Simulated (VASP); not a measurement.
# Be (P6_3/mmc) in VASP: notebook

Be is run at these levels: PBEsol, PBE; tasks: single point.

All numbers are computed with VASP 6.6.1; they aren't measurements. Logs are shortened: lines on timing, memory, paths and dates and some standing lists are left out, and cuts for length are marked.

**1. The cell of the first run**

Symmetry: P6_3/mmc, No. 194, hexagonal system. Conventional cell: a = 2.258 Å, b = 2.258 Å, c = 3.551 Å, α = 90.00°, β = 90.00°, γ = 120.00°. Within 2.9 Å of Be (site symmetry -6m2) lie 12 Be at 2.20 to 2.26 Å.

**2. Single point, PBEsol**

Input file INCAR:

```
SYSTEM = Be
PREC     = Accurate       ! precision mode
ENCUT    = 520            ! plane-wave cutoff, eV
EDIFF    = 1E-6           ! SCF threshold, eV
ISMEAR   = 1              ! smearing method
SIGMA    = 0.1            ! smearing width, eV
LREAL    = .False.        ! projectors in reciprocal space
LASPH    = .True.         ! aspherical terms in the spheres
NELM     = 100            ! most SCF steps
ALGO     = Normal         ! electronic algorithm
ISIF     = 2              ! what is computed and relaxed
LWAVE    = .False.        ! write WAVECAR
LCHARG   = .True.         ! write CHGCAR
GGA      = PS             ! functional
LELF     = .True.         ! ELF
LVHAR    = .True.       
NBANDS   = 9              ! bands
```

Input file KPOINTS:

```
Automatic mesh
0
Gamma
  27 27 15
  0 0 0
```

Input file POSCAR:

```
Be
1.0
    2.2575068441      0.0000000000      0.0000000000
   -1.1287534220      1.9550582762      0.0000000000
    0.0000000000      0.0000000000      3.5512308671
Be
2
Direct
    0.0000000000      0.0000000000      0.0000000000
    0.3333333333      0.6666666667      0.5000000000
```

Potentials or basis: VASP PAW PBE potentials, release 64 (Be).

Launch:

```
cat potpaw_PBE.64/Be/POTCAR > POTCAR
mpirun -np 1 vasp_std > vasp.out
```

OUTCAR:

```text
SYSTEM = Be
   PREC = Accurate
   ENCUT = 520
   EDIFF = 1E-6
   ISMEAR = 1
   LREAL = .False.
   LASPH = .True.
   NELM = 100
   ISIF = 2
   GGA = PS

 ion  position               nearest neighbor table
   1  0.000  0.000  0.000-   2 2.20   2 2.20   2 2.20   2 2.20   2 2.20   2 2.20
   2  0.333  0.667  0.500-   1 2.20   1 2.20   1 2.20   1 2.20   1 2.20   1 2.20

  LATTYP: Found a hexagonal cell.
 ALAT       =     2.2575068441
 C/A-ratio  =     1.5730764566

  Lattice vectors:

 A1 = (   2.2575068441,   0.0000000000,   0.0000000000)
 A2 = (  -1.1287534220,   1.9550582762,   0.0000000000)
 A3 = (   0.0000000000,   0.0000000000,   3.5512308671)

Analysis of symmetry for initial positions (statically):
=====================================================================
 Subroutine PRICEL returns:
 Original cell was already a primitive cell.

 Routine SETGRP: Setting up the symmetry group for a
 hexagonal supercell.

 Subroutine GETGRP returns: Found 24 space group operations
 (whereof 12 operations were pure point group operations)
 out of a pool of 24 trial point group operations.

The static configuration has the point symmetry D_3h.
 The point group associated with its full space group is D_6h.

Analysis of symmetry for dynamics (positions and initial velocities):
=====================================================================
 Subroutine PRICEL returns:
 Original cell was already a primitive cell.

 Routine SETGRP: Setting up the symmetry group for a
 hexagonal supercell.

 Subroutine GETGRP returns: Found 24 space group operations
 (whereof 12 operations were pure point group operations)
 out of a pool of 24 trial point group operations.

The dynamic configuration has the point symmetry D_3h.
 The point group associated with its full space group is D_6h.

 Subroutine INISYM returns: Found 24 space group operations
 (whereof 12 operations are pure point group operations),
 and found     1 'primitive' translations

----------------------------------------------------------------------------------------

                                     Primitive cell

  volume of cell :      15.6736

  direct lattice vectors                    reciprocal lattice vectors
     2.257506844  0.000000000  0.000000000     0.442966542  0.255746852  0.000000000
    -1.128753422  1.955058276  0.000000000     0.000000000  0.511493704  0.000000000
     0.000000000  0.000000000  3.551230867     0.000000000  0.000000000  0.281592506
[... 89 lines left out ...]
   NFREE  =      0    steps in history (QN), initial steepest desc. (CG)
   ISIF   =      2    stress and relaxation
   ISYM   =      2    0-nonsym 1-usesym 2-fastsym
   POTIM  = 0.5000    time-step for ionic-motion
   TEBEG  =    0.0;   TEEND  =   0.0 temperature during run
   PSTRESS=    0.0 pullay stress
   NELECT =       4.0000    total number of electrons
   NUPDOWN=      -1.0000    fix difference up-down
   EMIN   =  10.00;   EMAX   =-10.00  energy-range for DOS
   EFERMI =   0.00;   METHOD = LEGACY
   ISMEAR =     1;   SIGMA  =   0.10  broadening in eV -4-tet -1-fermi 0-gaus
   EFERMI_NEDOS =   21; number of points for ismear=-14 and -15
   IALGO  =     38    algorithm
   IMIX   =      4    mixing-type and parameters
     AMIX     =   0.40;   BMIX     =  1.00
     AMIX_MAG =   1.60;   BMIX_MAG =  1.00
  volume/ion in A,a.u.               =       7.84        52.89
  Fermi-wavevector in a.u.,A,eV,Ry     =   1.038418  1.962326 14.671329  1.078312
  Thomas-Fermi vector in A             =   2.172901
   LORBIT       =      0    0 simple, 1 ext, 2 COOP (PROOUT), +10 PAW based schemes
   GGA     = PS    functional components
   LHFCALC =     F    Hartree Fock is set to
   AEXX    =    0.0000 exact exchange contribution
   IVDW    =     0    specifies the selected vdW correction
   LEPSILON=     F    determine dielectric tensor
   LRPA    =     F    only Hartree local field effects (RPA)
 non-spin polarized calculation
 Methfessel and Paxton  Order N= 1 SIGMA  =   0.10
  energy-cutoff  :      520.00
  volume of cell :       15.67
 maximum number of plane-waves:       433
 NGX is ok and might be reduce to    18
   NGX =  9   NGY =  9   NGZ = 13

 number of electron       4.0000000 magnetization

 Free energy of the ion-electron system (eV)
  ---------------------------------------------------
  ext. energy  EPLUGINS =         0.00000000
  ---------------------------------------------------
  free energy    TOTEN  =        -7.99662298 eV

  energy without entropy =       -7.99677502  energy(sigma->0) =       -7.99667366

 E-fermi :   6.9902     XC(G=0): -10.6369

 val. band max:        6.9370803584   @ k =   0.2963   0.2593   0.0000
 cond. band min:       7.0070000251   @ k =   0.2963   0.2963   0.2000
 fundamental gap:      0.0699196667
 Fermi energy:         6.9902458125

 k-point     1 :       0.0000    0.0000    0.0000
  band No.  band energies     occupation
      1      -4.3042      2.00000
      2       2.6055      2.00000
      3       8.2611     -0.00000
      4      23.1722      0.00000
      5      23.1722      0.00000
      6      26.0410      0.00000
      7      26.0410      0.00000
      8      28.1907      0.00000
      9      34.3203      0.00000
[... 265 lines left out ...]
 k-point    24 :       0.3704    0.0370    0.0000
  band No.  band energies     occupation
      1       0.0420      2.00000
      2       6.3256      2.00000
      3       8.2493     -0.00000
      4      13.2753      0.00000
      5      16.5222      0.00000
      6      16.9646      0.00000
      7      19.4951      0.00000
      8      24.4289      0.00000
      9      27.1314      0.00000

 [... further k-points ...]

------------------------ aborting loop because EDIFF is reached ----------------------------------------

  FORCE on cell =-STRESS in cart. coord.  units (eV):
  Direction    XX          YY          ZZ          XY          YZ          ZX
  --------------------------------------------------------------------------------------
  -------------------------------------------------------------------------------------
  Total        0.0369962      0.0369962      0.0476998      0.0000000      0.0000000     -0.0000000
  in kB        3.7818136      3.7818136      4.8759551      0.0000000      0.0000000     -0.0000000
  external PRESSURE =       4.1465275 kB  Pullay stress =       0.0000000 kB

 VOLUME and BASIS-vectors are now :
 -----------------------------------------------------------------------------
  energy-cutoff  :      520.00
  volume of cell :       15.67
      direct lattice vectors                 reciprocal lattice vectors
     2.257506844  0.000000000  0.000000000     0.442966542  0.255746852  0.000000000
    -1.128753422  1.955058276  0.000000000     0.000000000  0.511493704  0.000000000
     0.000000000  0.000000000  3.551230867     0.000000000  0.000000000  0.281592506

 POSITION                                       TOTAL-FORCE (eV/Angst)
 -----------------------------------------------------------------------------------
      0.00000      0.00000      0.00000        -0.000000      0.000000      0.000000
     -0.00000      1.30337      1.77562         0.000000      0.000000      0.000000
 -----------------------------------------------------------------------------------
    total drift:                               -0.000000      0.000000      0.000000

  FREE ENERGIE OF THE ION-ELECTRON SYSTEM (eV)
  ---------------------------------------------------
  free  energy   TOTEN  =        -7.9966229797 eV

  energy  without entropy=       -7.9967750214  energy(sigma->0) =       -7.99667366
```

Run time: 41 s. Hardware: 1 thread of Intel Xeon Platinum 8259CL at 2.50GHz (Skylake/Cascade Lake), shared host; peak memory 0.18 GiB.

What came out:

```yaml
Free_energy: -7.9966 eV
Pressure: 0.4 GPa
Band_gap_on_the_k_mesh: zero (band 2 reaches 8.13 eV, above the bottom of band 3 at 5.97 eV)
```

Caveat: the PAW data sets were made with another functional, which shifts forces and pressure a little.

**3. Single point, PBE**

This run uses another cell than the first one, of 7.91 Å³/atom, 1.009 times its volume.

Input file INCAR:

```
SYSTEM = Be
PREC = Accurate
ENCUT = 520
EDIFF = 1E-6
ISMEAR = 1
SIGMA = 0.1
LREAL = .FALSE.
LASPH = .TRUE.
NELM = 60
ALGO = Normal
ISIF = 2
LWAVE = .FALSE.
LCHARG = .FALSE.
GGA = PE
NBANDS = 9
```

Input file KPOINTS:

```
Automatic mesh
0
G
  27 27 15
  0 0 0
```

Input file POSCAR:

```
Be
1.0
    2.2652065269      0.0000000000      0.0000000000
   -1.1326032635      1.9617263971      0.0000000000
    0.0000000000      0.0000000000      3.5595516089
Be
2
Direct
    0.0000000000      0.0000000000      0.0000000000
    0.3333333333      0.6666666667      0.5000000000
```

Potentials or basis: VASP PAW PBE potentials, release 64 (Be).

Launch:

```
cat potpaw_PBE.64/Be/POTCAR > POTCAR
mpirun -np 1 vasp_std > vasp.out
```

Wall time 43 s (1 thread of Intel Xeon Platinum 8259CL at 2.50GHz (Skylake/Cascade Lake), shared host); peak memory 0.18 GiB.

It converged, with:

```
Free energy            : -7.5343 eV
Pressure               : 0.2 GPa
Band gap on the k mesh : zero (band 2 reaches 8.08 eV, above the bottom of band 3 at 5.91 eV)
```

Stress tensor (GPa, compression positive):
```
0.15 0.00 0.00
0.00 0.15 0.00
0.00 0.00 0.25
```

Levels at points of the mesh, in eV from the Fermi level:
```
           k point  band 1  band 2  band 3  band 4  band 5
(0.00, 0.00, 0.00)  -11.26   -4.33    1.23   16.04   16.04
```
